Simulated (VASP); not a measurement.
Wanted: the native input for a VASP 6.6.1 run.

* Task: single point
* Functional: PBE0
* Potentials or basis: VASP PAW PBE potentials, release 64 (Al)
* Cutoff: 520 eV
* k mesh: 4 × 4 × 5
* Occupations: fermi-dirac, width 0.05 eV
* Spin: no spin polarisation
* Dipole correction: no
* Grid for exact exchange (PRECFOCK): Normal
* Further INCAR settings: ALGO = Normal; EDIFF = 1e-06; NBANDS = 10

The system is Al.

```xyz
2
Lattice="4.5348 0.0000 0.0000 -2.2674 3.9273 0.0000 0.0000 0.0000 2.7809" Properties=species:S:1:pos:R:3 pbc="T T T"
Al    0.0000    2.6182    0.0000
Al    2.2674    1.3091    0.0000
```

The input as run:

POSCAR

```
Al
1.0
    4.5348066495      0.0000000000      0.0000000000
   -2.2674033248      3.9272577597      0.0000000000
    0.0000000000      0.0000000000      2.7808801969
Al
2
Direct
    0.3333333333      0.6666666667      0.0000000000
    0.6666666667      0.3333333333      0.0000000000
```

INCAR.step1

```
PREC = Accurate
ENCUT = 520
EDIFF = 1E-5
ISMEAR = -1
SIGMA = 0.05
LREAL = F
LASPH = T
NELM = 60
ALGO = Normal
ISIF = 2
LWAVE = T
LCHARG = F
NBANDS = 10
GGA = PE
```

INCAR.step2

```
PREC = Accurate
ENCUT = 520
EDIFF = 1E-6
ISMEAR = -1
SIGMA = 0.05
LREAL = F
LASPH = T
NELM = 60
ALGO = Normal
ISIF = 2
LWAVE = F
LCHARG = F
GGA = PE
LHFCALC = T
AEXX = 0.25
PRECFOCK = Normal
NBANDS = 10
ISTART = 1
```

KPOINTS

```
regular mesh
0
Gamma
  4 4 5
```

Potentials or basis: VASP PAW PBE potentials, release 64 (Al).

Launch:

```bash
$ cat potpaw_PBE.64/Al/POTCAR > POTCAR
$ cp INCAR.step1 INCAR
$ mpirun -np 1 vasp_std > vasp.out
$ cp INCAR.step2 INCAR
$ mpirun -np 1 vasp_std > vasp.out
```

It gave:

```json
{
  "Pressure": "-0.3 GPa",
  "Band gap on the k mesh": "zero (band 3 reaches 6.12 eV, above the bottom of band 4 at 3.35 eV)"
}
```

Caveat: the k points lie up to 0.45 Å⁻¹ apart; the PAW data sets were made with another functional, which shifts forces and pressure a little.

It took 2.2 min on 1 thread of Intel(R) Xeon(R) 6975P-C (Granite Rapids), on a shared host, peak memory 0.16 GiB.
